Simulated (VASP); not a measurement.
# Ir (Fm-3m) in VASP: notebook

Ir is run at these levels: LDA; tasks: single point.

Program: VASP 6.6.1. These are calculated values, not measurements. Logs are shortened: lines on timing, memory, paths and dates and some standing lists are left out, and cuts for length are marked.

## (1) The cell of the first run

Symmetry: Fm-3m, No. 225, cubic system. Conventional cell: a = 3.812 Å, b = 3.812 Å, c = 3.812 Å, α = 90.00°, β = 90.00°, γ = 90.00°. Ir (site symmetry m-3m) has 12 Ir at 2.70 Å within 3.6 Å.

## (2) Single point, LDA

INCAR reads:

```
SYSTEM = Ir
PREC     = Accurate       ! precision mode
ENCUT    = 500            ! plane-wave cutoff, eV
EDIFF    = 1E-6           ! SCF threshold, eV
ISMEAR   = 1              ! smearing method
SIGMA    = 0.6            ! smearing width, eV
LREAL    = .FALSE.        ! projectors in reciprocal space
LASPH    = .TRUE.         ! aspherical terms in the spheres
NELM     = 120            ! most SCF steps
ALGO     = Normal         ! electronic algorithm
ISIF     = 2              ! what is computed and relaxed
LWAVE    = .FALSE.        ! write WAVECAR
LCHARG   = .TRUE.         ! write CHGCAR
LELF     = .TRUE.         ! ELF
LVHAR    = .TRUE.       
NBANDS   = 14             ! bands
GGA_COMPAT= .FALSE.
```

KPOINTS reads:

```
regular mesh
0
G
  14 14 14
  0 0 0
```

POSCAR reads:

```
Ir
1.0
    0.0000000000      1.9060927672      1.9060927672
    1.9060927672      0.0000000000      1.9060927672
    1.9060927672      1.9060927672      0.0000000000
Ir
1
Direct
    0.0000000000      0.0000000000      0.0000000000
```

Potentials or basis: VASP PAW LDA potentials, release 64 (Ir_sv_GW).

Started as:

```bash
$ cat potpaw_LDA.64/Ir_sv_GW/POTCAR > POTCAR
$ mpirun -np 1 vasp_std > vasp.out
```

OUTCAR:

```text
SYSTEM = Ir
   PREC = Accurate
   ENCUT = 500
   EDIFF = 1E-6
   ISMEAR = 1
   LREAL = .FALSE.
   LASPH = .TRUE.
   NELM = 120
   ISIF = 2

 ion  position               nearest neighbor table
   1  0.000  0.000  0.000-

  LATTYP: Found a face centered cubic cell.
 ALAT       =     3.8121855344

  Lattice vectors:

 A1 = (   0.0000000000,   1.9060927672,   1.9060927672)
 A2 = (   1.9060927672,   0.0000000000,   1.9060927672)
 A3 = (   1.9060927672,   1.9060927672,   0.0000000000)

Analysis of symmetry for initial positions (statically):
=====================================================================
 Subroutine PRICEL returns:
 Original cell was already a primitive cell.

 Routine SETGRP: Setting up the symmetry group for a
 face centered cubic supercell.

 Subroutine GETGRP returns: Found 48 space group operations
 (whereof 48 operations were pure point group operations)
 out of a pool of 48 trial point group operations.

The static configuration has the point symmetry O_h .

Analysis of symmetry for dynamics (positions and initial velocities):
=====================================================================
 Subroutine PRICEL returns:
 Original cell was already a primitive cell.

 Routine SETGRP: Setting up the symmetry group for a
 face centered cubic supercell.

 Subroutine GETGRP returns: Found 48 space group operations
 (whereof 48 operations were pure point group operations)
 out of a pool of 48 trial point group operations.

The dynamic configuration has the point symmetry O_h .

 Subroutine INISYM returns: Found 48 space group operations
 (whereof 48 operations are pure point group operations),
 and found     1 'primitive' translations

----------------------------------------------------------------------------------------

                                     Primitive cell

  volume of cell :      13.8504

  direct lattice vectors                    reciprocal lattice vectors
     0.000000000  1.906092767  1.906092767    -0.262316719  0.262316719  0.262316719
     1.906092767  0.000000000  1.906092767     0.262316719 -0.262316719  0.262316719
     1.906092767  1.906092767  0.000000000     0.262316719  0.262316719 -0.262316719

  length of vectors
     2.695622243  2.695622243  2.695622243     0.454345884  0.454345884  0.454345884

  position of ions in fractional coordinates (direct lattice)
     0.000000000  0.000000000  0.000000000

  ion indices of the primitive-cell ions
   primitive index   ion index
                 1           1

----------------------------------------------------------------------------------------

 KPOINTS: regular mesh

Automatic generation of k-mesh.
 Grid dimensions read from file:
 generate k-points for:   14   14   14

 Generating k-lattice:

  Cartesian coordinates                     Fractional coordinates (reciprocal lattice)
    -0.018736908  0.018736908  0.018736908     0.071428571  0.000000000  0.000000000
     0.018736908 -0.018736908  0.018736908     0.000000000  0.071428571  0.000000000
     0.018736908  0.018736908 -0.018736908     0.000000000  0.000000000  0.071428571

  Length of vectors
     0.032453277  0.032453277  0.032453277

  Shift w.r.t. Gamma in fractional coordinates (k-lattice)
     0.000000000  0.000000000  0.000000000

 Subroutine IBZKPT returns following result:
 ===========================================

 Found    104 irreducible k-points:

 Following reciprocal coordinates:
            Coordinates               Weight
  0.000000  0.000000  0.000000      1.000000
  0.071429  0.000000  0.000000      8.000000
  0.142857  0.000000  0.000000      8.000000
  0.214286  0.000000  0.000000      8.000000
  0.285714  0.000000  0.000000      8.000000
  0.357143  0.000000  0.000000      8.000000
[... 16 lines left out ...]
  0.214286  0.142857  0.000000     24.000000
  0.285714  0.142857  0.000000     24.000000
 [... further k-points ...]
   k-points           NKPTS =    104   k-points in BZ     NKDIM =    104   number of bands    NBANDS=     14
   number of dos      NEDOS =    301   number of ions     NIONS =      1
   total plane-waves  NPLWV =   8000
   dimension x,y,z NGX =    20 NGY =   20 NGZ =   20
   dimension x,y,z NGXF=    40 NGYF=   40 NGZF=   40
   ions per type =               1
   NGX,Y,Z   is equivalent  to a cutoff of  12.33, 12.33, 12.33 a.u.
   NGXF,Y,Z  is equivalent  to a cutoff of  24.67, 24.67, 24.67 a.u.
 SYSTEM =  Ir
   PREC   = accura    normal or accurate (medium, high low for compatibility)
   ISTART =      0    job   : 0-new  1-cont  2-samecut
   ICHARG =      2    charge: 1-file 2-atom 10-const
   ISPIN  =      1    spin polarized calculation?
   LNONCOLLINEAR =      F non collinear calculations
   LSORBIT =      F    spin-orbit coupling
   LASPH  =      T    aspherical Exc in radial PAW
   ENCUT  =  500.0 eV  36.75 Ry    6.06 a.u.   4.91  4.91  4.91*2*pi/ulx,y,z
   NELM   =    120;   NELMIN=  2; NELMDL= -5     # of ELM steps
   EDIFF  = 0.1E-05   stopping-criterion for ELM
   LREAL  =      F    real-space projection
   EDIFFG = 0.1E-04   stopping-criterion for IOM
   NSW    =      0    number of steps for IOM
   IBRION =     -1    ionic relax: 0-MD 1-quasi-New 2-CG
   NFREE  =      0    steps in history (QN), initial steepest desc. (CG)
   ISIF   =      2    stress and relaxation
   ISYM   =      2    0-nonsym 1-usesym 2-fastsym
   POTIM  = 0.5000    time-step for ionic-motion
   TEBEG  =    0.0;   TEEND  =   0.0 temperature during run
   PSTRESS=    0.0 pullay stress
   NELECT =      17.0000    total number of electrons
   NUPDOWN=      -1.0000    fix difference up-down
   EMIN   =  10.00;   EMAX   =-10.00  energy-range for DOS
   EFERMI =   0.00;   METHOD = LEGACY
   ISMEAR =     1;   SIGMA  =   0.60  broadening in eV -4-tet -1-fermi 0-gaus
   EFERMI_NEDOS =   21; number of points for ismear=-14 and -15
   IALGO  =     38    algorithm
   IMIX   =      4    mixing-type and parameters
     AMIX     =   0.40;   BMIX     =  1.00
     AMIX_MAG =   1.60;   BMIX_MAG =  1.00
  volume/ion in A,a.u.               =      13.85        93.47
  Fermi-wavevector in a.u.,A,eV,Ry     =   1.752819  3.312348 41.802199  3.072375
  Thomas-Fermi vector in A             =   2.823075
   LORBIT       =      0    0 simple, 1 ext, 2 COOP (PROOUT), +10 PAW based schemes
   GGA     = CA    functional components
   LHFCALC =     F    Hartree Fock is set to
   AEXX    =    0.0000 exact exchange contribution
   IVDW    =     0    specifies the selected vdW correction
   LEPSILON=     F    determine dielectric tensor
   LRPA    =     F    only Hartree local field effects (RPA)
 non-spin polarized calculation
 Methfessel and Paxton  Order N= 1 SIGMA  =   0.60
  energy-cutoff  :      500.00
  volume of cell :       13.85
 maximum number of plane-waves:       362
   NGX =  9   NGY =  9   NGZ =  9

 number of electron      17.0000000 magnetization

 Free energy of the ion-electron system (eV)
  ---------------------------------------------------
  ext. energy  EPLUGINS =         0.00000000
  ---------------------------------------------------
  free energy    TOTEN  =       -10.89360679 eV

  energy without entropy =      -10.89614328  energy(sigma->0) =      -10.89445229

 E-fermi :  13.0438     XC(G=0): -14.9207

 val. band max:       13.0305512342   @ k =  -0.3571   0.2857   0.0000
 cond. band min:      13.0456838751   @ k =   0.4286   0.3571   0.0000
 fundamental gap:      0.0151326409
 Fermi energy:        13.0438310051

 k-point     1 :       0.0000    0.0000    0.0000
  band No.  band energies     occupation
      1     -79.5031      2.00000
      2     -36.1679      2.00000
      3     -36.1679      2.00000
      4     -36.1679      2.00000
      5       1.7690      2.00000
      6       9.0402      2.00000
      7       9.0402      2.00000
      8       9.0402      2.00000
      9      11.8541      2.01689
     10      11.8541      2.01689
     11      26.6607      0.00000
     12      32.2536      0.00000
     13      32.2536      0.00000
     14      32.2536      0.00000

 k-point     2 :       0.0714    0.0000    0.0000
  band No.  band energies     occupation
      1     -79.4993      2.00000
      2     -36.2120      2.00000
      3     -36.1736      2.00000
      4     -36.1736      2.00000
      5       2.0023      2.00000
      6       8.9159      2.00000
      7       9.1403      2.00000
      8       9.1403      2.00000
      9      11.7879      2.01169
     10      11.7879      2.01169
     11      27.0683      0.00000
     12      31.2703      0.00000
     13      32.6486      0.00000
     14      32.6486      0.00000

 k-point     3 :       0.1429    0.0000    0.0000
  band No.  band energies     occupation
      1     -79.4892      2.00000
      2     -36.3359      2.00000
      3     -36.1905      2.00000
      4     -36.1905      2.00000
      5       2.6573      2.00000
      6       8.6349      2.00000
      7       9.3733      2.00000
      8       9.3733      2.00000
      9      11.6821      2.00609
     10      11.6821      2.00609
     11      28.0925      0.00000
     12      29.5139      0.00000
     13      33.7827      0.00000
     14      33.7827      0.00000
[... 324 lines left out ...]
 k-point    23 :       0.2143    0.1429    0.0000
  band No.  band energies     occupation
      1     -79.4737      2.00000
      2     -36.4458      2.00000
      3     -36.2590      2.00000
      4     -36.2517      2.00000
      5       3.6816      2.00000
      6       7.8281      2.00000
      7       9.8703      2.00000
      8      10.0654      2.00000
      9      10.7757      2.00000
     10      12.4142      2.05904
     11      29.6635      0.00000
     12      29.9233      0.00000
     13      32.9027      0.00000
     14      33.4574      0.00000

 k-point    24 :       0.2857    0.1429    0.0000
  band No.  band energies     occupation
      1     -79.4596      2.00000
      2     -36.6028      2.00000
      3     -36.2895      2.00000
      4     -36.2803      2.00000
      5       4.5690      2.00000
      6       7.6540      2.00000
      7       9.4264      2.00000
      8      10.1955      2.00000
      9      11.5923      2.00330
     10      12.8272      1.56908
     11      27.8864      0.00000
     12      30.5844      0.00000
     13      33.0328      0.00000
     14      33.7663      0.00000

 [... further k-points ...]
[... 5 lines left out ...]
  --------------------------------------------------------------------------------------
  -------------------------------------------------------------------------------------
  Total       -0.1835042     -0.1835042     -0.1835042     -0.0000000     -0.0000000      0.0000000
  in kB      -21.2272916    -21.2272916    -21.2272916     -0.0000000     -0.0000000      0.0000000
  external PRESSURE =     -21.2272916 kB  Pullay stress =       0.0000000 kB

 VOLUME and BASIS-vectors are now :
 -----------------------------------------------------------------------------
  energy-cutoff  :      500.00
  volume of cell :       13.85
      direct lattice vectors                 reciprocal lattice vectors
     0.000000000  1.906092767  1.906092767    -0.262316719  0.262316719  0.262316719
     1.906092767  0.000000000  1.906092767     0.262316719 -0.262316719  0.262316719
     1.906092767  1.906092767  0.000000000     0.262316719  0.262316719 -0.262316719

 POSITION                                       TOTAL-FORCE (eV/Angst)
 -----------------------------------------------------------------------------------
      0.00000      0.00000      0.00000         0.000000     -0.000000     -0.000000
 -----------------------------------------------------------------------------------
    total drift:                                0.000000      0.000000      0.000000

  FREE ENERGIE OF THE ION-ELECTRON SYSTEM (eV)
  ---------------------------------------------------
  free  energy   TOTEN  =       -10.8936067941 eV

  energy  without entropy=      -10.8961432804  energy(sigma->0) =      -10.89445229
```

Wall time 11 s (1 thread of Intel Xeon Platinum 8375C at 2.90GHz (Ice Lake), shared host); peak memory 0.13 GiB.

What came out:

```yaml
Free_energy: -10.8936 eV
Pressure: -2.1 GPa
```

Caveat: spin-orbit coupling is left out, which moves the levels of the heavy elements.

## (3) Single point, LDA

INCAR reads:

```
SYSTEM = Ir
PREC = Accurate
ENCUT = 500
EDIFF = 1E-6
ISMEAR = 1
SIGMA = 1.0
LREAL = .False.
LASPH = .True.
NELM = 120
ALGO = Normal
ISIF = 2
LWAVE = .False.
LCHARG = .False.
GGA = CA
NBANDS = 14
GGA_COMPAT = .False.
```

KPOINTS reads:

```
Automatic mesh
0
Gamma
  14 14 14
  0 0 0
```

POSCAR is that of step 2.

Potentials or basis: VASP PAW LDA potentials, release 64 (Ir_sv_GW).

Started as:

```bash
$ cat potpaw_LDA.64/Ir_sv_GW/POTCAR > POTCAR
$ mpirun -np 1 vasp_std > vasp.out
```

Wall time 29 s (1 thread of AMD EPYC 7R43 (Zen 3), shared host); peak memory 0.1 GiB.

Results (log left out):

```
Free energy : -10.8937 eV
Pressure    : -1.9 GPa
```

Levels at points of the mesh, in eV from the Fermi level:
```csv
k point,band 6,band 7,band 8,band 9,band 10,band 11
"(0.00, 0.00, 0.00)",-3.98,-3.98,-3.98,-1.17,-1.17,13.64
"(0.50, 0.00, 0.00)",-4.08,-4.08,-0.70,1.00,1.00,7.57
"(0.50, 0.50, 0.00)",-7.54,0.99,1.59,1.59,1.79,10.90
```

Caveat: spin-orbit coupling is left out, which moves the levels of the heavy elements.

## (4) Single point, LDA

INCAR reads:

```
ALGO     = Normal         # electronic algorithm
EDIFF    = 1E-6           # SCF threshold, eV
ENCUT    = 520            # plane-wave cutoff, eV
GGA      = CA             # functional
ISIF     = 2              # what is computed and relaxed
ISMEAR   = -1             # smearing method
LASPH    = True           # aspherical terms in the spheres
LCHARG   = False          # write CHGCAR
LREAL    = False          # projectors in reciprocal space
LWAVE    = False          # write WAVECAR
NBANDS   = 10             # bands
NELM     = 60             # most SCF steps
PREC     = Accurate       # precision mode
SIGMA    = 0.1            # smearing width, eV
```

KPOINTS reads:

```
k-points
0
Gamma
  20 20 20
```

POSCAR is that of step 3.

Potentials or basis: VASP PAW LDA potentials, release 64 (Ir).

Started as:

```bash
$ cat potpaw_LDA.64/Ir/POTCAR > POTCAR
$ mpirun -np 1 vasp_std > vasp.out
```

OUTCAR:

```text
EDIFF = 1E-6
   ENCUT = 520
   GGA = CA
   ISIF = 2
   ISMEAR = -1
   LASPH = True
   LREAL = False
   NELM = 60
   PREC = Accurate

 ion  position               nearest neighbor table
   1  0.000  0.000  0.000-

  LATTYP: Found a face centered cubic cell.
 ALAT       =     3.8121855344

  Lattice vectors:

 A1 = (   0.0000000000,   1.9060927672,   1.9060927672)
 A2 = (   1.9060927672,   0.0000000000,   1.9060927672)
 A3 = (   1.9060927672,   1.9060927672,   0.0000000000)

Analysis of symmetry for initial positions (statically):
=====================================================================
 Subroutine PRICEL returns:
 Original cell was already a primitive cell.

 Routine SETGRP: Setting up the symmetry group for a
 face centered cubic supercell.

 Subroutine GETGRP returns: Found 48 space group operations
 (whereof 48 operations were pure point group operations)
 out of a pool of 48 trial point group operations.

The static configuration has the point symmetry O_h .

Analysis of symmetry for dynamics (positions and initial velocities):
=====================================================================
 Subroutine PRICEL returns:
 Original cell was already a primitive cell.
[... 156 lines left out ...]
 cond. band min:      10.6564333077   @ k =  -0.3000   0.3500   0.0500
 fundamental gap:      0.0092282432
 Fermi energy:        10.6475379702

 k-point     1 :       0.0000    0.0000    0.0000
  band No.  band energies     occupation
      1      -0.6468      2.00000
      2       6.6413      2.00000
      3       6.6413      2.00000
      4       6.6413      2.00000
      5       9.4595      1.99999
      6       9.4595      1.99999
      7      24.9881      0.00000
      8      30.6531      0.00000
      9      30.6531      0.00000
     10      30.6531      0.00000
[... 287 lines left out ...]
 k-point    24 :      -0.3500    0.0500    0.0000
  band No.  band energies     occupation
      1       2.4280      2.00000
      2       6.7164      2.00000
      3       6.8301      2.00000
      4       7.5587      2.00000
      5      10.5045      1.61389
      6      11.3246      0.00229
      7      21.1148      0.00000
      8      25.8077      0.00000
      9      31.5100      0.00000
     10      33.1781      0.00000

 [... further k-points ...]
[... 5 lines left out ...]
  --------------------------------------------------------------------------------------
  -------------------------------------------------------------------------------------
  Total        0.2051577      0.2051577      0.2051577      0.0000000      0.0000000      0.0000000
  in kB       23.7321030     23.7321030     23.7321030      0.0000000      0.0000000      0.0000000
  external PRESSURE =      23.7321030 kB  Pullay stress =       0.0000000 kB

 VOLUME and BASIS-vectors are now :
 -----------------------------------------------------------------------------
  energy-cutoff  :      520.00
  volume of cell :       13.85
      direct lattice vectors                 reciprocal lattice vectors
     0.000000000  1.906092767  1.906092767    -0.262316719  0.262316719  0.262316719
     1.906092767  0.000000000  1.906092767     0.262316719 -0.262316719  0.262316719
     1.906092767  1.906092767  0.000000000     0.262316719  0.262316719 -0.262316719

 POSITION                                       TOTAL-FORCE (eV/Angst)
 -----------------------------------------------------------------------------------
      0.00000      0.00000      0.00000         0.000000     -0.000000      0.000000
 -----------------------------------------------------------------------------------
    total drift:                                0.000000     -0.000000     -0.000000

  FREE ENERGIE OF THE ION-ELECTRON SYSTEM (eV)
  ---------------------------------------------------
  free  energy   TOTEN  =       -10.3411385455 eV

  energy  without entropy=      -10.3148298348  energy(sigma->0) =      -10.32798419
```

OSZICAR:

```text
N       E                     dE             d eps       ncg     rms          rms(c)
DAV:   1     0.480131781317E+02    0.48013E+02   -0.44619E+03  5136   0.834E+02
DAV:   2    -0.100273050968E+02   -0.58040E+02   -0.55320E+02  5252   0.201E+02
DAV:   3    -0.109414140178E+02   -0.91411E+00   -0.91009E+00  6014   0.308E+01
DAV:   4    -0.109502874402E+02   -0.88734E-02   -0.88711E-02  5860   0.276E+00
DAV:   5    -0.109504627573E+02   -0.17532E-03   -0.17531E-03  5902   0.375E-01    0.167E+01
DAV:   6    -0.104424117450E+02    0.50805E+00   -0.88033E-01  5766   0.116E+01    0.666E+00
DAV:   7    -0.103486504584E+02    0.93761E-01   -0.25765E-01  6302   0.568E+00    0.150E+00
DAV:   8    -0.103457680497E+02    0.28824E-02   -0.17611E-03  5536   0.434E-01    0.115E+00
DAV:   9    -0.103411514576E+02    0.46166E-02   -0.23246E-03  5678   0.724E-01    0.472E-02
DAV:  10    -0.103411379664E+02    0.13491E-04   -0.13422E-05  7378   0.388E-02    0.967E-03
DAV:  11    -0.103411385455E+02   -0.57909E-06   -0.14612E-06  5406   0.924E-03
   1 F= -.10341139E+02 E0= -.10327984E+02  d E =-.263087E-01
```

Wall time 48 s (1 thread of Intel Xeon 8259CL, shared host); peak memory 0.15 GiB.

What came out:

```yaml
Free_energy: -10.3411 eV
Pressure: 2.4 GPa
```

Levels at points of the mesh, in eV from the Fermi level:
```
           k point  band 2  band 3  band 4  band 5  band 6  band 7
(0.00, 0.00, 0.00)   -4.01   -4.01   -4.01   -1.19   -1.19   14.34
(0.50, 0.00, 0.00)   -4.10   -4.10   -0.73    0.97    0.97    7.52
(0.50, 0.50, 0.00)   -7.56    0.96    1.57    1.57    1.78   10.85
```

Caveat: spin-orbit coupling is left out, which moves the levels of the heavy elements.

## (5) The runs side by side

```tsv
potentials or basis	k mesh	cutoff (eV)	smearing	second run	gap on the mesh (eV)	pressure (GPa)
VASP PAW LDA potentials, release 64 (Ir_sv_GW)	14 × 14 × 14	500	methfessel-paxton 0.6 eV	valence_matched	none	-2.1
VASP PAW LDA potentials, release 64 (Ir_sv_GW)	14 × 14 × 14	500	methfessel-paxton 1 eV	valence_matched	none	-1.9
VASP PAW LDA potentials, release 64 (Ir)	20 × 20 × 20	520	fermi-dirac 0.1 eV	-	none	2.4
```

Alike in all rows: task single point; level LDA; no spin polarisation; cell as given.

Caveats: spin-orbit coupling is left out, which moves the levels of the heavy elements.

Absolute energies hang on the potentials; compare differences alone.
